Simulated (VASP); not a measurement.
Wanted: the native input for a VASP 6.6.1 run.

```yaml
Task: single point
Functional: PBE
Potentials_or_basis: VASP PAW PBE potentials, release 64 (Al, O)
Cutoff: 520 eV
k_mesh: 6 × 6 × 6
Occupations: gaussian, width 0.02 eV
Spin: no spin polarisation
Dipole_correction: no
Further_INCAR_settings: ALGO = Normal; EDIFF = 1e-06; NBANDS = 35
```

The structure of Al2O3 lies in POSCAR:

```
Al2O3
1.0
    2.3809913617      1.3746660036      4.3269457549
   -2.3809913617      1.3746660036      4.3269457549
    0.0000000000     -2.7493320072      4.3269457549
Al O
4 6
Direct
    0.3520993619      0.3520993619      0.3520993619
    0.1479006381      0.1479006381      0.1479006381
    0.6479006381      0.6479006381      0.6479006381
    0.8520993619      0.8520993619      0.8520993619
    0.5564351811      0.9435648189      0.2500000000
    0.2500000000      0.5564351811      0.9435648189
    0.9435648189      0.2500000000      0.5564351811
    0.4435648189      0.0564351811      0.7500000000
    0.7500000000      0.4435648189      0.0564351811
    0.0564351811      0.7500000000      0.4435648189
```

This cell differs from its parent crystal: volume scaled by 0.97, then relaxed in part.

The input as run:

INCAR

```
SYSTEM = Al2O3
  PREC = Accurate
  ENCUT = 520
  EDIFF = 1E-6
  ISMEAR = 0
  SIGMA = 0.02
  LREAL = .False.
  LASPH = .True.
  NELM = 80
  ALGO = Normal
  ISIF = 2
  LWAVE = .False.
  LCHARG = .True.
  GGA = PE
  LELF = .True.
  LVHAR = .True.
  NBANDS = 35
```

KPOINTS

```
Automatic mesh
0
Gamma
  6 6 6
  0 0 0
```

Potentials or basis: VASP PAW PBE potentials, release 64 (Al, O).

Command:

```sh
$ cat potpaw_PBE.64/Al/POTCAR potpaw_PBE.64/O/POTCAR > POTCAR
$ mpirun -np 1 vasp_std > vasp.out
```

Results of the run:

* Pressure: 7.3 GPa
* Band gap on the k mesh: 6.22 eV, direct

Run time: 60 s on 1 thread of Intel(R) Xeon(R) Platinum 8559C (Emerald Rapids) (shared host), peak memory 0.26 GiB.
